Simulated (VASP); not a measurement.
Write the native input for VASP 6.6.1 that does the following.

* Task: single point
* Functional: PBE
* Potentials or basis: VASP PAW PBE potentials, release 64 (Ni)
* Cutoff: 520 eV
* k mesh: 17 × 17 × 10
* Occupations: fermi-dirac, width 0.08 eV
* Spin: collinear spin, ferromagnetic start
* Starting moments: [1.0, 1.0] μB
* Dipole correction: no
* Further INCAR settings: ALGO = Normal; EDIFF = 1e-07; NBANDS = 21

The structure of Ni lies in POSCAR:

```
Ni
1.0
    2.4204274782      0.0000000000      0.0000000000
   -1.2102137391      2.0961516842      0.0000000000
    0.0000000000      0.0000000000      3.9675806380
Ni
2
Direct
    0.3333333333      0.6666666667      0.2500000000
    0.6666666667      0.3333333333      0.7500000000
```

This cell differs from its parent crystal: volume scaled by 0.92.

These files were run (other wordings do the same):

INCAR

```
ALGO = Normal ; EDIFF = 1E-7
ENCUT = 520 ; GGA = PE
ISIF = 2 ; ISMEAR = -1
ISPIN = 2 ; LASPH = True
LCHARG = False ; LMAXMIX = 4
LORBIT = 11 ; LREAL = False
LWAVE = False ; MAGMOM = 1 1
NBANDS = 21 ; NELM = 150
PREC = Accurate ; SIGMA = 0.08
```

KPOINTS

```
k-points
0
Gamma
  17 17 10
```

Potentials or basis: VASP PAW PBE potentials, release 64 (Ni).

The run is started by

```console
$ cat potpaw_PBE.64/Ni/POTCAR > POTCAR
$ mpirun -np 1 vasp_std > vasp.out
```

It gave:

The pressure is 19.6 GPa, the net moment is 1.22 μB per cell and the site moments are Ni +0.61 μB. The valence electrons inside the program's atomic spheres are Ni 9.46.

It took 110 s on 1 thread of Intel Xeon 6975P-C, on a shared host, peak memory 0.23 GiB.
